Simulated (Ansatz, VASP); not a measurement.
Two plane-wave programs on KRu2

```
K Ru
1.0
     3.74717    0.00000    0.00000
    -1.87359    3.24514    0.00000
     0.00000    0.00000    6.47892
K Ru
1 2
Direct
  0.00000 0.00000 0.00000
  0.66667 0.33333 0.56942
  0.33333 0.66667 0.43058
```

Alike in both runs: functional PBE; k mesh 15 × 15 × 8; occupations gaussian, width 0.1 eV; no spin polarisation.

Ansatz relaxed the structure, and its values are those at the end. VASP's run is a single point on that final structure, the one shown.

|  | VASP | Ansatz |
| --- | --- | --- |
| version | VASP 6.6.1 | Ansatz 0.2.0 |
| potentials or method | VASP PAW PBE potentials, release 64 (K_sv, Ru_sv), cutoff 600 eV | scalar-relativistic, plane waves, PAW |
| valence electrons in the cell | 41 | 41 |

```csv
,VASP,Ansatz,Ansatz less VASP
gap on the k mesh at the Fermi level (eV),none,none,-
pressure (GPa),-0.1,0.0,+0.07
rms of the force components (eV/Å),0.005,0.000,-0.0049
```

A gap of «none» marks a metal or a gap that the smearing closes.
